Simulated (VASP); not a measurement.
# HfN (Cm) in VASP: single point with PBEsol

Aim: the single point of HfN with PBEsol.

Everything below comes from runs of VASP 6.6.1. Logs are shortened: lines on timing, memory, paths and dates and some standing lists are left out, and cuts for length are marked.

### Step 1. The cell of the first run

Symmetry: Cm, No. 8, monoclinic system. Conventional cell: a = 5.513 Å, b = 3.183 Å, c = 3.183 Å, α = 90.00°, β = 125.26°, γ = 90.00°. Hf (site symmetry m) has 3 N at 1.90 to 2.04 Å within 2.5 Å. N (site symmetry m) has 3 Hf at 1.90 to 2.04 Å within 2.5 Å.

### Step 2. Single point, PBEsol (atom 2 (N) moved by (-0.600, -0.300) A along [1 1 0] and z)

INCAR reads:

```
SYSTEM = HfN
ALGO = Normal
EDIFF = 1E-6
ENCUT = 600
GGA = PS
GGA_COMPAT = .FALSE.
ISIF = 2
ISMEAR = 0
LASPH = .TRUE.
LCHARG = .TRUE.
LELF = .TRUE.
LREAL = .FALSE.
LVHAR = .TRUE.
LWAVE = .FALSE.
NBANDS = 14
NELM = 120
PREC = Accurate
SIGMA = 0.15
```

KPOINTS reads:

```
k-points
0
G
  22 22 22
  0 0 0
```

POSCAR reads:

```
HfN
1.0
    0.0000000000      2.2507757579      2.2507757579
    2.2507757579      0.0000000000      2.2507757579
    2.2507757579      2.2507757579      0.0000000000
Hf N
1 1
Direct
    0.0000000000      0.0000000000      0.0000000000
    0.4333563108      0.4333563108      0.3781468710
```

Potentials or basis: VASP PAW PBE potentials, release 64 (Hf_pv, N).

Run with:

```sh
> cat potpaw_PBE.64/Hf_pv/POTCAR potpaw_PBE.64/N/POTCAR > POTCAR
> mpirun -np 1 vasp_std > vasp.out
```

OUTCAR:

```text
SYSTEM = HfN
   EDIFF = 1E-6
   ENCUT = 600
   GGA = PS
   ISIF = 2
   ISMEAR = 0
   LASPH = .TRUE.
   LREAL = .FALSE.
   NELM = 120
   PREC = Accurate

 ion  position               nearest neighbor table
   1  0.000  0.000  0.000-   2 1.90   2 1.90   2 2.04   2 2.62   2 2.73   2 2.73
   2  0.433  0.433  0.378-   1 1.90   1 1.90   1 2.04   1 2.62   1 2.73   1 2.73

  LATTYP: Found a face centered cubic cell.
 ALAT       =     4.5015515158

  Lattice vectors:

 A1 = (   0.0000000000,   2.2507757579,   2.2507757579)
 A2 = (   2.2507757579,   0.0000000000,   2.2507757579)
 A3 = (   2.2507757579,   2.2507757579,   0.0000000000)

Analysis of symmetry for initial positions (statically):
=====================================================================
 Subroutine PRICEL returns:
 Original cell was already a primitive cell.

 Routine SETGRP: Setting up the symmetry group for a
 face centered cubic supercell.

 Subroutine GETGRP returns: Found  2 space group operations
 (whereof  2 operations were pure point group operations)
 out of a pool of 48 trial point group operations.

The static configuration has the point symmetry C_1h.

Analysis of symmetry for dynamics (positions and initial velocities):
=====================================================================
 Subroutine PRICEL returns:
 Original cell was already a primitive cell.

 Routine SETGRP: Setting up the symmetry group for a
 face centered cubic supercell.

 Subroutine GETGRP returns: Found  2 space group operations
 (whereof  2 operations were pure point group operations)
 out of a pool of 48 trial point group operations.

The dynamic configuration has the point symmetry C_1h.

 Subroutine INISYM returns: Found  2 space group operations
 (whereof  2 operations are pure point group operations),
 and found     1 'primitive' translations

----------------------------------------------------------------------------------------

                                     Primitive cell

  volume of cell :      22.8048

  direct lattice vectors                    reciprocal lattice vectors
     0.000000000  2.250775758  2.250775758    -0.222145631  0.222145631  0.222145631
     2.250775758  0.000000000  2.250775758     0.222145631 -0.222145631  0.222145631
     2.250775758  2.250775758  0.000000000     0.222145631  0.222145631 -0.222145631

  length of vectors
     3.183077603  3.183077603  3.183077603     0.384767519  0.384767519  0.384767519

  position of ions in fractional coordinates (direct lattice)
     0.000000000  0.000000000  0.000000000
     0.433356311  0.433356311  0.378146871

  ion indices of the primitive-cell ions
   primitive index   ion index
                 1           1
                 2           2

----------------------------------------------------------------------------------------

 KPOINTS: k-points

Automatic generation of k-mesh.
 Grid dimensions read from file:
 generate k-points for:   22   22   22

 Generating k-lattice:

  Cartesian coordinates                     Fractional coordinates (reciprocal lattice)
    -0.010097529  0.010097529  0.010097529     0.045454545  0.000000000  0.000000000
     0.010097529 -0.010097529  0.010097529     0.000000000  0.045454545  0.000000000
     0.010097529  0.010097529 -0.010097529     0.000000000  0.000000000  0.045454545

  Length of vectors
     0.017489433  0.017489433  0.017489433

  Shift w.r.t. Gamma in fractional coordinates (k-lattice)
     0.000000000  0.000000000  0.000000000

 Subroutine IBZKPT returns following result:
 ===========================================

 Found   2796 irreducible k-points:

 Following reciprocal coordinates:
            Coordinates               Weight
  0.000000  0.000000  0.000000      1.000000
  0.045455  0.000000  0.000000      4.000000
  0.000000  0.000000  0.045455      2.000000
  0.045455  0.045455  0.045455      2.000000
  0.090909  0.000000  0.000000      4.000000
  0.000000  0.000000  0.090909      2.000000
[... 16 lines left out ...]
  0.363636  0.000000  0.000000      4.000000
  0.000000  0.000000  0.363636      2.000000
 [... further k-points ...]
   k-points           NKPTS =   2796   k-points in BZ     NKDIM =   2796   number of bands    NBANDS=     14
   number of dos      NEDOS =    301   number of ions     NIONS =      2
   total plane-waves  NPLWV =  21952
   dimension x,y,z NGX =    28 NGY =   28 NGZ =   28
   dimension x,y,z NGXF=    56 NGYF=   56 NGZF=   56
   ions per type =               1   1
   NGX,Y,Z   is equivalent  to a cutoff of  14.62, 14.62, 14.62 a.u.
   NGXF,Y,Z  is equivalent  to a cutoff of  29.25, 29.25, 29.25 a.u.
 SYSTEM =  HfN
   PREC   = accura    normal or accurate (medium, high low for compatibility)
   ISTART =      0    job   : 0-new  1-cont  2-samecut
   ICHARG =      2    charge: 1-file 2-atom 10-const
   ISPIN  =      1    spin polarized calculation?
   LNONCOLLINEAR =      F non collinear calculations
   LSORBIT =      F    spin-orbit coupling
   LASPH  =      T    aspherical Exc in radial PAW
   ENCUT  =  600.0 eV  44.10 Ry    6.64 a.u.   6.36  6.36  6.36*2*pi/ulx,y,z
   NELM   =    120;   NELMIN=  2; NELMDL= -5     # of ELM steps
   EDIFF  = 0.1E-05   stopping-criterion for ELM
   LREAL  =      F    real-space projection
   EDIFFG = 0.1E-04   stopping-criterion for IOM
   NSW    =      0    number of steps for IOM
   IBRION =     -1    ionic relax: 0-MD 1-quasi-New 2-CG
   NFREE  =      0    steps in history (QN), initial steepest desc. (CG)
   ISIF   =      2    stress and relaxation
   ISYM   =      2    0-nonsym 1-usesym 2-fastsym
   POTIM  = 0.5000    time-step for ionic-motion
   TEBEG  =    0.0;   TEEND  =   0.0 temperature during run
   PSTRESS=    0.0 pullay stress
   NELECT =      15.0000    total number of electrons
   NUPDOWN=      -1.0000    fix difference up-down
   EMIN   =  10.00;   EMAX   =-10.00  energy-range for DOS
   EFERMI =   0.00;   METHOD = LEGACY
   ISMEAR =     0;   SIGMA  =   0.15  broadening in eV -4-tet -1-fermi 0-gaus
   EFERMI_NEDOS =   21; number of points for ismear=-14 and -15
   IALGO  =     38    algorithm
   IMIX   =      4    mixing-type and parameters
     AMIX     =   0.40;   BMIX     =  1.00
     AMIX_MAG =   1.60;   BMIX_MAG =  1.00
  volume/ion in A,a.u.               =      11.40        76.95
  Fermi-wavevector in a.u.,A,eV,Ry     =   1.423737  2.690472 27.579367  2.027026
  Thomas-Fermi vector in A             =   2.544302
   LORBIT       =      0    0 simple, 1 ext, 2 COOP (PROOUT), +10 PAW based schemes
   GGA     = PS    functional components
   LHFCALC =     F    Hartree Fock is set to
   AEXX    =    0.0000 exact exchange contribution
   IVDW    =     0    specifies the selected vdW correction
   LEPSILON=     F    determine dielectric tensor
   LRPA    =     F    only Hartree local field effects (RPA)
 non-spin polarized calculation
 Gauss-broadening in eV      SIGMA  =   0.15
  energy-cutoff  :      600.00
  volume of cell :       22.80
 maximum number of plane-waves:       778
 NGX is ok and might be reduce to    28
   NGX = 13   NGY = 13   NGZ = 13

 number of electron      15.0000002 magnetization

 Free energy of the ion-electron system (eV)
  ---------------------------------------------------
  ext. energy  EPLUGINS =         0.00000000
  ---------------------------------------------------
  free energy    TOTEN  =       -20.75576588 eV

  energy without entropy =      -20.74679593  energy(sigma->0) =      -20.75128090

 E-fermi :   8.3171     XC(G=0): -12.8017

 val. band max:        8.3169506225   @ k =   0.0909  -0.2727   0.2727
 cond. band min:       8.3191644516   @ k =   0.0909   0.0909  -0.3636
 fundamental gap:      0.0022138291
 Fermi energy:         8.3170869851

 k-point     1 :       0.0000    0.0000    0.0000
  band No.  band energies     occupation
      1     -22.5427      2.00000
      2     -22.4757      2.00000
      3     -22.3584      2.00000
      4      -9.3297      2.00000
      5       2.3278      2.00000
      6       2.6910      2.00000
      7       3.0838      2.00000
      8       8.5199      0.05589
      9       8.7725      0.00002
     10       9.2211      0.00000
     11      12.1684      0.00000
     12      14.1769      0.00000
     13      14.5153      0.00000
     14      17.8190      0.00000

 k-point     2 :       0.0455    0.0000    0.0000
  band No.  band energies     occupation
      1     -22.5684      2.00000
      2     -22.4775      2.00000
      3     -22.3650      2.00000
      4      -9.2728      2.00000
      5       2.2922      2.00000
      6       2.5969      2.00000
      7       3.1834      2.00000
      8       8.3288      0.91229
      9       8.9177      0.00000
     10       9.2241      0.00000
     11      12.1149      0.00000
     12      14.2079      0.00000
     13      14.7686      0.00000
     14      17.9826      0.00000

 k-point     3 :       0.0000    0.0000    0.0455
  band No.  band energies     occupation
      1     -22.5457      2.00000
      2     -22.5018      2.00000
      3     -22.3614      2.00000
      4      -9.2787      2.00000
      5       2.2008      2.00000
      6       2.6989      2.00000
      7       3.1711      2.00000
      8       8.4963      0.09116
      9       8.6088      0.00595
     10       9.3691      0.00000
     11      12.1000      0.00000
     12      14.3736      0.00000
     13      14.6266      0.00000
     14      17.9903      0.00000

 k-point     4 :       0.0455    0.0455    0.0455
  band No.  band energies     occupation
      1     -22.5447      2.00000
      2     -22.4859      2.00000
      3     -22.3714      2.00000
      4      -9.2934      2.00000
      5       2.2944      2.00000
      6       2.6541      2.00000
      7       3.0067      2.00000
      8       8.5729      0.01588
      9       8.8473      0.00000
     10       9.2576      0.00000
     11      12.1257      0.00000
     12      14.2712      0.00000
     13      14.5993      0.00000
     14      18.0484      0.00000

 k-point     5 :       0.0909    0.0000    0.0000
  band No.  band energies     occupation
      1     -22.6444      2.00000
      2     -22.4845      2.00000
      3     -22.3805      2.00000
      4      -9.1071      2.00000
      5       2.0873      2.00000
      6       2.5515      2.00000
      7       3.3493      2.00000
      8       8.0632      1.98330
      9       8.9053      0.00000
     10       9.3717      0.00000
     11      12.0580      0.00000
[... 276 lines left out ...]
 k-point    22 :       0.3182    0.3182    0.3182
  band No.  band energies     occupation
      1     -23.0982      2.00000
      2     -22.6120      2.00000
      3     -22.4948      2.00000
      4      -8.1127      2.00000
      5       0.8937      2.00000
      6       1.4866      2.00000
      7       1.5606      2.00000
      8       9.9403      0.00000
      9      10.9343      0.00000
     10      11.1986      0.00000
     11      14.2298      0.00000
     12      17.1395      0.00000
     13      17.3868      0.00000
     14      20.0427      0.00000

 k-point    23 :       0.3636    0.0000    0.0000
  band No.  band energies     occupation
      1     -23.5586      2.00000
      2     -22.5934      2.00000
      3     -22.4886      2.00000
      4      -7.0298      2.00000
      5      -0.0262      2.00000
      6       2.7396      2.00000
      7       4.0226      2.00000
      8       7.1918      2.00000
      9       9.5833      0.00000
     10      10.8889      0.00000
     11      13.2182      0.00000
     12      15.9794      0.00000
     13      17.8471      0.00000
     14      20.7950      0.00000

 k-point    24 :       0.0000    0.0000    0.3636
  band No.  band energies     occupation
      1     -23.4568      2.00000
      2     -22.6614      2.00000
      3     -22.4532      2.00000
      4      -7.3183      2.00000
      5       0.0044      2.00000
      6       2.5615      2.00000
      7       3.7569      2.00000
      8       7.3448      2.00000
      9       9.6226      0.00000
     10      11.1498      0.00000
     11      13.8492      0.00000
     12      16.9041      0.00000
     13      17.5945      0.00000
     14      20.5227      0.00000

 [... further k-points ...]
[... 5 lines left out ...]
  --------------------------------------------------------------------------------------
  -------------------------------------------------------------------------------------
  Total        8.5121520      8.5121520      3.8635340     -2.4081299     -0.9784103     -0.9784103
  in kB      598.0304154    598.0304154    271.4367468   -169.1857639    -68.7392735    -68.7392692
  external PRESSURE =     489.1658592 kB  Pullay stress =       0.0000000 kB

 VOLUME and BASIS-vectors are now :
 -----------------------------------------------------------------------------
  energy-cutoff  :      600.00
  volume of cell :       22.80
      direct lattice vectors                 reciprocal lattice vectors
     0.000000000  2.250775758  2.250775758    -0.222145631  0.222145631  0.222145631
     2.250775758  0.000000000  2.250775758     0.222145631 -0.222145631  0.222145631
     2.250775758  2.250775758  0.000000000     0.222145631  0.222145631 -0.222145631

 POSITION                                       TOTAL-FORCE (eV/Angst)
 -----------------------------------------------------------------------------------
      0.00000      0.00000      0.00000        -3.555993     -3.555993     -0.915755
      1.82651      1.82651      1.95078         3.555993      3.555993      0.915755
 -----------------------------------------------------------------------------------
    total drift:                                0.000060      0.000060      0.000001

  FREE ENERGIE OF THE ION-ELECTRON SYSTEM (eV)
  ---------------------------------------------------
  free  energy   TOTEN  =       -20.7557658797 eV

  energy  without entropy=      -20.7467959293  energy(sigma->0) =      -20.75128090
```

Run time: 16 min. Hardware: 1 thread of Intel Xeon Platinum 8275CL at 3.00GHz (Skylake/Cascade Lake), shared host; peak memory 1.1 GiB.

Results:

| Quantity | Value |
| --- | --- |
| Free energy | -20.7558 eV |
| Pressure | 48.9 GPa |
| Largest force | 5.112 eV/Å |
| Band gap on the k mesh | zero (an odd number of electrons rules out a gap without spin polarisation) |

Forces on the atoms (eV/Å):
```
Hf  -3.556 -3.556 -0.916
N    3.556  3.556  0.916
```

Stress tensor (GPa, compression positive):
```
 59.80 -16.92  -6.87
-16.92  59.80  -6.87
 -6.87  -6.87  27.14
```

Levels at points of the mesh, in eV from the Fermi level:
```tsv
k point	band 3	band 4	band 5	band 6	band 7	band 8	band 9	band 10	band 11	band 12
(0.00, 0.00, 0.00)	-30.68	-17.65	-5.99	-5.63	-5.23	0.20	0.46	0.90	3.85	5.86
(0.50, 0.00, 0.00)	-30.83	-14.86	-8.74	-5.64	-4.36	-0.41	1.71	2.72	5.57	6.67
(0.00, 0.00, 0.50)	-30.79	-15.23	-8.63	-5.87	-4.74	-0.40	2.18	2.98	5.90	7.96
(0.50, 0.50, 0.50)	-30.84	-15.95	-8.03	-7.23	-7.15	2.50	4.26	4.59	7.46	8.86
(0.50, 0.50, 0.00)	-31.13	-16.15	-7.37	-5.64	-4.42	1.40	3.57	5.17	5.47	5.60
(0.00, 0.50, 0.50)	-31.03	-15.89	-7.08	-5.43	-4.25	0.38	3.83	4.54	5.11	5.61
```

Caveat: the cell differs from its parent crystal (atom 2 (N) moved by (-0.600, -0.300) A along [1 1 0] and z); the stress differs along the axes, from 27 to 60 GPa; the PAW data sets were made with another functional, which shifts forces and pressure a little; spin-orbit coupling is left out, which moves the levels of the heavy elements; an odd number of electrons without spin polarisation forces a metal; a magnetic or distorted state may lie lower.
